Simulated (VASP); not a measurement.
Write the native input for VASP 6.6.1 that does the following.

```yaml
Task: single point
Functional: PBEsol
Potentials_or_basis: VASP PAW PBE potentials, release 64 (Sr_sv)
Cutoff: 520 eV
k_mesh: 10 × 10 × 10
Occupations: gaussian, width 0.03 eV
Spin: no spin polarisation
Dipole_correction: no
Further_INCAR_settings: ALGO = Normal; EDIFF = 1e-06; NBANDS = 11
```

The structure of Sr lies in POSCAR:

```
Sr
1.0
   -0.1454526506      2.9713898616      2.9713898616
    2.9713898616     -0.1454526506      2.9713898616
    2.9713898616      2.9713898616     -0.1454526506
Sr
1
Direct
    0.0000000000      0.0000000000      0.0000000000
```

This cell differs from its parent crystal: ratio of the length along [111] to the lengths across it x 0.93, volume and fractional coordinates fixed.

The input as run:

INCAR

```
SYSTEM = Sr
ALGO     = Normal         ! electronic algorithm
EDIFF    = 1E-6           ! SCF threshold, eV
ENCUT    = 520            ! plane-wave cutoff, eV
GGA      = PS             ! functional
ISIF     = 2              ! what is computed and relaxed
ISMEAR   = 0              ! smearing method
LASPH    = .True.         ! aspherical terms in the spheres
LCHARG   = .True.         ! write CHGCAR
LELF     = .True.         ! ELF
LREAL    = .False.        ! projectors in reciprocal space
LVHAR    = .True.       
LWAVE    = .False.        ! write WAVECAR
NBANDS   = 11             ! bands
NELM     = 60             ! most SCF steps
PREC     = Accurate       ! precision mode
SIGMA    = 0.03           ! smearing width, eV
```

KPOINTS

```
k-points
0
Gamma
  10 10 10
  0 0 0
```

Potentials or basis: VASP PAW PBE potentials, release 64 (Sr_sv).

Run with:

```console
$ cat potpaw_PBE.64/Sr_sv/POTCAR > POTCAR
$ mpirun -np 1 vasp_std > vasp.out
```

It gave:

The pressure is -0.8 GPa and the band gap on the k mesh is zero (band 5 reaches 1.57 eV, above the bottom of band 6 at 1.36 eV).

Caveat: the PAW data sets were made with another functional, which shifts forces and pressure a little.

It took 50 s on 1 thread of Intel(R) Xeon(R) Platinum 8488C (Sapphire Rapids), with other jobs on the host, peak memory 0.22 GiB.
